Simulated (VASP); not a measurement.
Runs of VASP 6.6.1 on CdTe. The structure is that of space group Cmcm (No. 63), or close to it. The cells are those of the table. 

```tsv
task	cell	gap on the mesh (eV)	pressure (GPa)	largest force (eV/Å)
single point	a = 4.441, b = 4.441, c = 6.210 Å, angles 90.0, 90.0, 90.5°, 4 atoms	none	-5.0	0.10
electric field gradients	a = 4.327, b = 4.327, c = 6.050 Å, angles 90.0, 90.0, 90.5°, 4 atoms	none	-2.2	0.05
electric field gradients	a = 4.225, b = 4.225, c = 6.091 Å, angles 90.0, 90.0, 90.5°, 4 atoms	none	-0.1	0.11
electric field gradients	a = 4.312, b = 4.312, c = 6.091 Å, angles 90.0, 90.0, 90.5°, 4 atoms	none	-2.2	0.06
electric field gradients	a = 4.297, b = 4.297, c = 6.008 Å, angles 90.0, 90.0, 90.5°, 4 atoms	none	-1.2	0.06
electric field gradients	a = 4.341, b = 4.341, c = 6.070 Å, angles 90.0, 90.0, 90.5°, 4 atoms	none	(a)	0.04
```

Alike in all rows: level PBEsol; potentials or basis VASP PAW PBE potentials, release 64 (Cd, Te); no spin polarisation; k mesh 9 × 9 × 6; cutoff (eV) 520; smearing fermi-dirac 0.05 eV.

Fill in the values left out.

(a) -2.6.

Caveats: the PAW data sets were made with another functional, which shifts forces and pressure a little; spin-orbit coupling is left out, which moves the levels of the heavy elements; the cell stands under tension (at least some runs).

A k mesh can miss the band edges, and the runs leave out spin-orbit coupling on Cd, Te.

A gap of «none» marks levels without a gap at the run's occupations.
